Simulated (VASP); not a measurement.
Set up this calculation in VASP 6.6.1, as the native input.

* Task: single point
* Functional: PBE
* Potentials or basis: VASP PAW PBE potentials, release 64 (Bi_d, K_sv, Cl)
* Cutoff: 400 eV
* k mesh: 9 × 9 × 9
* Occupations: fermi-dirac, width 0.0633 eV
* Spin: no spin polarisation
* Dipole correction: no
* k mesh for the DOS: 14 × 14 × 14
* Occupations for the DOS: tetrahedron
* Further INCAR settings: ALGO = Normal; EDIFF = 1e-06

KBiCl2:

```
Bi K Cl
1.0
     2.13076    3.69058    0.00000
    -2.13076    3.69058    0.00000
     0.00000   -2.46039    7.60017
Bi K Cl
1 1 2
Direct
  0.00000 0.00000 0.00000
  0.50000 0.50000 0.50000
  0.73773 0.73773 0.21319
  0.26227 0.26227 0.78681
```

One way to write it, as run:

POSCAR

```
KBiCl2
1.0
    2.1307610000      3.6905800000      0.0000000000
   -2.1307610000      3.6905800000      0.0000000000
    0.0000000000     -2.4603870000      7.6001720000
Bi K Cl
1 1 2
Direct
    0.0000000000      0.0000000000      0.0000000000
    0.5000000000      0.5000000000      0.5000000000
    0.7377300000      0.7377300000      0.2131900000
    0.2622700000      0.2622700000      0.7868100000
```

INCAR.step1

```
PREC = Accurate
ENCUT = 400
EDIFF = 1E-6
ISMEAR = -1
SIGMA = 0.0633
LREAL = F
LASPH = T
NELM = 120
ALGO = Normal
ISIF = 2
LWAVE = F
LCHARG = T
GGA = PE
NBANDS = 27
GGA_COMPAT = F
NEDOS = 2001
LORBIT = 11
```

KPOINTS.step1

```
regular mesh
0
Gamma
  9 9 9
```

INCAR.step2

```
PREC = Accurate
ENCUT = 400
EDIFF = 1E-6
ISMEAR = -5
SIGMA = 0.0633
LREAL = F
LASPH = T
NELM = 120
ALGO = Normal
ISIF = 2
LWAVE = F
LCHARG = F
GGA = PE
LORBIT = 10
NEDOS = 2001
ICHARG = 11
GGA_COMPAT = F
```

KPOINTS.step2

```
regular mesh
0
Gamma
  14 14 14
```

Potentials or basis: VASP PAW PBE potentials, release 64 (Bi_d, K_sv, Cl).

The run is started by

```sh
$ cat potpaw_PBE.64/Bi_d/POTCAR potpaw_PBE.64/K_sv/POTCAR potpaw_PBE.64/Cl/POTCAR > POTCAR
$ cp INCAR.step1 INCAR
$ cp KPOINTS.step1 KPOINTS
$ mpirun -np 1 vasp_std > vasp.out
$ cp INCAR.step2 INCAR
$ cp KPOINTS.step2 KPOINTS
$ mpirun -np 1 vasp_std > vasp.out
```

It gave:

| Quantity | Value |
| --- | --- |
| Valence electrons inside the program's atomic spheres | Bi 12.64; K 7.55; Cl 5.10 |

It took 8.1 min on 1 thread of Intel Xeon 8259CL, on a shared host, peak memory 0.6 GiB.
